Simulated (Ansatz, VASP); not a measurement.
B4N3: VASP beside Ansatz

File INCAR:

```
SYSTEM = B4N3
  PREC = Accurate
  ENCUT = 520
  EDIFF = 1E-6
  ISMEAR = 0
  SIGMA = 0.2
  LREAL = .False.
  LASPH = .True.
  NELM = 100
  ALGO = Normal
  ISIF = 2
  LWAVE = .False.
  LCHARG = .False.
  GGA = PE
  NBANDS = 22
```

File KPOINTS:

```
Automatic mesh
0
Gamma
  8 8 8
  0 0 0
```

Contents of POSCAR:

```
B4N3
1.0
   -1.6613446355      0.0000000000      2.8872177108
   -3.2701989375      0.0000000000     -2.8479645352
    2.4657717865     -4.2038474149     -0.0196265878
B N
4 3
Direct
    0.1291086750      0.4517054735      0.5068125823
    0.3777039073      0.0551071088      0.5068125823
    0.9957786321      0.4957786321      0.9915572642
    0.5006737859      0.0006737859      0.0013475718
    0.3320780861      0.8320780861      0.6641561721
    0.8621823229      0.3197553471      0.1646000111
    0.3024176882      0.8448446640      0.1646000111
```

Input for Ansatz:

```yaml
crystal:
  lattice:
    - [-1.6613446355, 0.0, 2.8872177108]
    - [-3.2701989375, 0.0, -2.8479645352]
    - [2.4657717865, -4.2038474149, -0.0196265878]
  atoms:
    - { symbol: B, position: [0.129108675, 0.4517054735, 0.5068125823] }
    - { symbol: B, position: [0.3777039073, 0.0551071088, 0.5068125823] }
    - { symbol: B, position: [0.9957786321, 0.4957786321, 0.9915572642] }
    - { symbol: B, position: [0.5006737859, 0.0006737859, 0.0013475718] }
    - { symbol: "N", position: [0.3320780861, 0.8320780861, 0.6641561721] }
    - { symbol: "N", position: [0.8621823229, 0.3197553471, 0.1646000111] }
    - { symbol: "N", position: [0.3024176882, 0.844844664, 0.1646000111] }
basis:
  ecutwfc: 420
kpoints:
  mp_grid: { grid: [8, 8, 8] }
hamiltonian:
  xc: pbe
scf:
  occupations: { method: gaussian, width: 0.2 }
  lower_state_search: "off"
output:
  forces: true
  stress: true
  eigenvalues: true
```

Alike in both runs: task single point; functional PBE; k mesh 8 × 8 × 8; occupations gaussian, width 0.2 eV; no spin polarisation.

```csv
,VASP,Ansatz
version,VASP 6.6.1,Ansatz 0.2.0
potentials or method,"VASP PAW PBE potentials, release 64 (B, N), cutoff 520 eV","scalar-relativistic, plane waves, PAW"
valence electrons in the cell,27,27
```

VASP gave:

| Item | Value |
| --- | --- |
| gap on the k mesh at the Fermi level (eV) | none |
| pressure (GPa) | 0.1 |
| traceless stress, the component that is largest in VASP (GPa) | -0.38 |
| rms of the force components (eV/Å) | 0.019 |

Task: What did Ansatz give for the same quantities?

Result: gap on the k mesh at the Fermi level (eV): none; pressure (GPa): 0.0; traceless stress, the component that is largest in VASP (GPa): -0.16; rms of the force components (eV/Å): 0.018.

Atom by atom the forces differ by 0.007 eV/Å (rms over components). A gap of «none» marks a metal or a gap that the smearing closes. With one functional, cell and mesh, what is left measures potentials, basis and numerics.
